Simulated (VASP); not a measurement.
Runs of VASP 6.6.1 on Te. The structure is that of space group Fd-3m (No. 227), or close to it. The cells are those of the table. This isn't the form of Te at room conditions, which is trigonal, of chains.

```tsv
task	cell	k mesh	gap on the mesh (eV)	pressure (GPa)
single point	a = 4.943 Å, angles 60.0°, 2 atoms	9 × 9 × 9	none	2.6
single point	a = 5.214 Å, angles 60.0°, 2 atoms	9 × 9 × 9	none	-1.7
single point	a = 5.082 Å, angles 60.0°, 2 atoms	8 × 8 × 8	none	0.0
single point	a = 5.013 Å, angles 60.0°, 2 atoms	9 × 9 × 9	none	1.2
single point	a = 5.278 Å, angles 60.0°, 2 atoms	9 × 9 × 9	none	(b)
relaxation of cell and atoms	relaxed from a = 4.793 Å, angles 60.0°, 2 atoms	8 × 8 × 8	none	0.0
single point	a = 5.082 Å, angles 60.0°, 2 atoms	9 × 9 × 9	none	0.0
single point	a = 5.149 Å, angles 60.0°, 2 atoms	9 × 9 × 9	none	-1.0
single point	a = 5.082 Å, angles 60.0°, 2 atoms	13 × 13 × 13	none	0.0
single point	a = 4.870 Å, angles 60.0°, 2 atoms	9 × 9 × 9	none	(a)
```

Alike in all rows: level PBE; potentials or basis VASP PAW PBE potentials, release 64 (Te); no spin polarisation; cutoff (eV) 500; smearing fermi-dirac 0.1 eV.

Problem. Estimate the missing entries.

Solution. (a) 4.5; (b) -2.4.

Caveats: spin-orbit coupling is left out, which moves the levels of the heavy elements; the cell stands under pressure (at least some runs).

A k mesh can miss the band edges, and the runs leave out spin-orbit coupling on Te.

A gap of «none» marks levels without a gap at the run's occupations.
